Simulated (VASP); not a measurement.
Crystal: PtSe2.

```
Pt Se
1.0
     3.77301    0.00000    0.00000
    -1.88650    3.26752    0.00000
     0.00000    0.00000    5.12861
Pt Se
1 2
Direct
  0.00000 0.00000 0.00000
  0.66667 0.33333 0.75000
  0.33333 0.66667 0.25000
```

Program: VASP 6.6.1. Alike in all runs: task single point; potentials or basis VASP PAW PBE potentials, release 64 (Pt, Se); cell as given; k mesh 8 × 8 × 5; cutoff (eV) 520; smearing fermi-dirac 0.05 eV.

Task: Order these runs on this cell by their pressure, lowest first.
A. level r2SCAN; spin off
B. level revPBE+D3(BJ); spin off
C. level PBE; spin non-collinear, zero start, SOC

Result: B (-3.1 GPa), A (-0.3 GPa), C (2.2 GPa).

Caveats: the PAW data sets were made with another functional, which shifts forces and pressure a little (at least some runs); the cell stands under tension (at least some runs).
